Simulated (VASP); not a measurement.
Runs of VASP 6.6.1 on Cu. The structure is that of space group Fm-3m (No. 225), or close to it. The cells are those of the table. 

| cell | gap on the mesh (eV) | pressure (GPa) |
| --- | --- | --- |
| a = 2.571 Å, angles 60.0°, 1 atom | none | (a) |
| a = 2.551 Å, angles 60.0°, 1 atom | none | -3.4 |
| a = 2.487 Å, angles 60.0°, 1 atom | none | 10.0 |
| a = 2.508 Å, angles 60.0°, 1 atom | none | 4.8 |
| a = 2.530 Å, angles 60.0°, 1 atom | none | (b) |

Alike in all rows: task electric field gradients; level r2SCAN; potentials or basis VASP PAW PBE potentials, release 64 (Cu); no spin polarisation; k mesh 17 × 17 × 17; cutoff (eV) 520; smearing fermi-dirac 0.05 eV.

Fill in the values left out.

(a) -6.6; (b) 0.4.

Caveats: the PAW data sets were made with another functional, which shifts forces and pressure a little; the cell stands under tension (at least some runs); the cell stands under pressure (at least some runs).

A gap of «none» marks levels without a gap at the run's occupations.
